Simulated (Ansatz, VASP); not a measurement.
# One calculation of Sb, two programs

The input INCAR:

```
PREC = Accurate ; ENCUT = 520
EDIFF = 1E-6 ; ISMEAR = -1
SIGMA = 0.05 ; LREAL = F
LASPH = T ; NELM = 100
ALGO = Normal ; ISIF = 2
LWAVE = F ; LCHARG = T
GGA = PS ; LELF = T
LVHAR = T ; NBANDS = 12
```

File KPOINTS:

```
Automatic mesh
0
Gamma
  9 9 9
```

File POSCAR:

```
Sb
1.0
    2.1361663378      1.2333162102      3.7188717261
   -2.1361663378      1.2333162102      3.7188717261
    0.0000000000     -2.4666324202      3.7188717261
Sb
2
Direct
    0.2336400000      0.2336400000      0.2336400000
    0.7663600000      0.7663600000      0.7663600000
```

Input for Ansatz:

```yaml
crystal:
  lattice:
    - [2.1361663378, 1.2333162102, 3.7188717261]
    - [-2.1361663378, 1.2333162102, 3.7188717261]
    - [0.0, -2.4666324202, 3.7188717261]
  atoms:
    - { symbol: Sb, position: [0.23364, 0.23364, 0.23364] }
    - { symbol: Sb, position: [0.76636, 0.76636, 0.76636] }
kpoints:
  mp_grid: { grid: [9, 9, 9] }
  band_path:
    path:
      - [0.0, 0.0, 0.0]
      - [0.5, 0.5, 0.5]
      - [0.7600111779, 0.2399888221, 0.5]
      - [0.5, -0.2399888221, 0.2399888221]
      - [0.5, 0.0, 0.0]
      - [0.0, 0.0, 0.0]
      - [0.369994411, -0.369994411, 0.0]
      - [0.630005589, 0.0, 0.369994411]
      - [0.5, 0.0, 0.5]
    npoints: 5
scf:
  occupations: { method: fermi_dirac, width: 0.05 }
hamiltonian:
  xc: pbesol
  pseudopotentials: { kind: all_electron, lapw: { basis_error: 0.0005 } }
output:
  forces: true
  stress: true
  eigenvalues: true
```

Change from the starting cell: volume scaled by 0.98.

Alike in both runs: task single point; functional PBEsol; k mesh 9 × 9 × 9; occupations fermi-dirac, width 0.05 eV; no spin polarisation.

```csv
,VASP,Ansatz
version,VASP 6.6.1,Ansatz 0.2.0
potentials or method,"VASP PAW PBE potentials, release 64 (Sb), cutoff 520 eV","all-electron LAPW, scalar-relativistic"
```

Ansatz gave:

* pressure (GPa): 1.7
* traceless stress, the component that is largest in VASP (GPa): -0.48
* rms of the force components (eV/Å): 0.146

**Question.** Estimate VASP's values.

**Answer.** Pressure (GPa): 1.9; traceless stress, the component that is largest in VASP (GPa): -0.54; rms of the force components (eV/Å): 0.181.

VASP's potentials were made for PBE, not for PBEsol. Atom by atom the forces differ by 0.036 eV/Å (rms over components). Ansatz ran all-electron here, and VASP with PAW potentials.

Spin-orbit coupling is off throughout.
